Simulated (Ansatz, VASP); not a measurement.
One calculation of Bi, two programs

INCAR

```
SYSTEM = Bi
ALGO = Normal
EDIFF = 1E-6
ENCUT = 520
GGA = PS
ISIF = 2
ISMEAR = 0
LASPH = .True.
LCHARG = .True.
LELF = .True.
LREAL = .False.
LVHAR = .True.
LWAVE = .False.
NBANDS = 14
NELM = 60
PREC = Accurate
SIGMA = 0.1
```

The input KPOINTS:

```
k-points
0
Gamma
  6 6 6
  0 0 0
```

The input POSCAR:

```
Bi
1.0
   -1.9814305318      1.9814305318      1.9814305318
    1.9814305318     -1.9814305318      1.9814305318
    1.9814305318      1.9814305318     -1.9814305318
Bi
1
Direct
    0.0000000000      0.0000000000      0.0000000000
```

Input for Ansatz:

```yaml
crystal:
  lattice:
    - [-1.9814305318, 1.9814305318, 1.9814305318]
    - [1.9814305318, -1.9814305318, 1.9814305318]
    - [1.9814305318, 1.9814305318, -1.9814305318]
  atoms:
    - { symbol: Bi, position: [0.0, 0.0, 0.0] }
basis:
  ecutwfc: 420
kpoints:
  mp_grid: { grid: [6, 6, 6] }
hamiltonian:
  xc: pbesol
scf:
  occupations: { method: gaussian, width: 0.1 }
output:
  forces: true
  stress: true
  eigenvalues: true
```

Alike in both runs: task single point; functional PBEsol; k mesh 6 × 6 × 6; occupations gaussian, width 0.1 eV; no spin polarisation.

```csv
,VASP,Ansatz
version,VASP 6.6.1,Ansatz 0.2.0
potentials or method,"VASP PAW PBE potentials, release 64 (Bi_d), cutoff 520 eV","scalar-relativistic, plane waves, PAW"
valence electrons in the cell,15,15
```

```csv
,VASP,Ansatz,Ansatz less VASP
gap on the k mesh at the Fermi level (eV),none,none,-
pressure (GPa),-1.8,-1.8,+0.07
```

VASP's potentials were made for PBE, not for PBEsol. A gap of «none» marks a metal or a gap that the smearing closes. With one functional, cell and mesh, what is left measures potentials, basis and numerics.

The k mesh is coarse, so the values compare programs but aren't converged. Neither program's run includes spin-orbit coupling.
